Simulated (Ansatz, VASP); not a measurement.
Two plane-wave programs on Te2Mo

File INCAR:

```
SYSTEM = Te2Mo
PREC = Accurate ; ENCUT = 520
EDIFF = 1E-6 ; ISMEAR = 0
SIGMA = 0.05 ; LREAL = .False.
LASPH = .True. ; NELM = 150
ALGO = Normal ; ISIF = 2
LWAVE = .False. ; LCHARG = .True.
ISPIN = 2 ; MAGMOM = 2.61 -0.17 -0.17
LORBIT = 11 ; LMAXMIX = 4
LDAU = .True. ; LDAUTYPE = 2
LDAUL = 2 -1 ; LDAUU = 3 0
LDAUJ = 0 0 ; LDAUPRINT = 1
LELF = .True. ; LVHAR = .True.
NBANDS = 24
```

KPOINTS

```
Automatic mesh
0
Gamma
  5 5 5
  0 0 0
```

The input POSCAR:

```
Te2Mo
1.0
    2.0716729200      1.1960809200      6.2634474900
   -2.0716729200      1.1960809200      6.2634474900
    0.0000000000     -2.3921618400      6.2634474900
Mo Te
1 2
Direct
    0.0000000000      0.0000000000      0.0000000000
    0.2520000000      0.2520000000      0.2520000000
    0.7480000000      0.7480000000      0.7480000000
```

Input for Ansatz:

```yaml
crystal:
  lattice:
    - [2.07167292, 1.19608092, 6.26344749]
    - [-2.07167292, 1.19608092, 6.26344749]
    - [0.0, -2.39216184, 6.26344749]
  atoms:
    - { symbol: Mo, position: [0.0, 0.0, 0.0], spin: 0.3 }
    - { symbol: Te, position: [0.252, 0.252, 0.252] }
    - { symbol: Te, position: [0.748, 0.748, 0.748] }
basis:
  ecutwfc: 420
  ecutrho_ratio: 4
kpoints:
  mp_grid: { grid: [5, 5, 5] }
hamiltonian:
  xc: lda
  hubbard:
    sites:
      - { site: 0, l: d, u_eff: 3.0, starting_ns: [{ spin: up, occupation_matrix: s0up }, { spin: down, occupation_matrix: s0down }] }
    occupation_matrices:
      s0up:
        matrix:
          - [0.97, 0.0, 0.0, 0.0, 0.0]
          - [0.0, 0.02, 0.0, 0.0, 0.0]
          - [0.0, 0.0, 0.02, 0.0, 0.0]
          - [0.0, 0.0, 0.0, 0.02, 0.0]
          - [0.0, 0.0, 0.0, 0.0, 0.02]
      s0down:
        matrix:
          - [0.97, 0.0, 0.0, 0.0, 0.0]
          - [0.0, 0.02, 0.0, 0.0, 0.0]
          - [0.0, 0.0, 0.02, 0.0, 0.0]
          - [0.0, 0.0, 0.0, 0.02, 0.0]
          - [0.0, 0.0, 0.0, 0.0, 0.02]
    ns_hold: { iters: 12 }
scf:
  occupations: { method: gaussian, width: 0.05 }
  lower_state_search: "off"
  max_iter: 150
output:
  forces: true
  stress: true
  eigenvalues: true
  populations: true
  hubbard: { sites: [{ site: 0, l: d }] }
magnetization:
  spin_polarized: true
```

Alike in both runs: task single point; functional LDA; k mesh 5 × 5 × 5; occupations gaussian, width 0.05 eV; collinear spin; Hubbard terms Mo d U = 3.0 eV.

```csv
,VASP,Ansatz
version,VASP 6.6.1,Ansatz 0.2.0
potentials or method,"VASP PAW LDA potentials, release 64 (Mo_sv, Te), cutoff 520 eV","scalar-relativistic, plane waves, PAW"
valence electrons in the cell,26,46
```

```csv
,VASP,Ansatz,Ansatz less VASP
gap on the k mesh at the Fermi level (eV),none,none,-
pressure (GPa),-5.3,-5.1,+0.22
"traceless stress, the component that is largest in VASP (GPa)",2.61,2.05,-0.568
rms of the force components (eV/Å),0.168,0.184,+0.0164
net moment per atom (μB),0.80,0.83,+0.026
size of the moment on the site where the two differ most (μB),2.45,2.37,-0.081
```

LDA's correlation is that of Perdew and Zunger in VASP and of Perdew and Wang (1992) in Ansatz. Site moments also hang on the region over which each program counts them. The programs project onto different local orbitals, so the same U acts differently, and such runs can settle in different states. Atom by atom the forces differ by 0.016 eV/Å (rms over components). A gap of «none» marks a metal or a gap that the smearing closes. VASP's potentials hold 26 valence electrons a cell and Ansatz's 46, so a difference there can come from the potentials and not from the codes. Ansatz's warnings: filled band counts differ across k points, specified occupation not kept.

Spin-orbit coupling is off throughout.
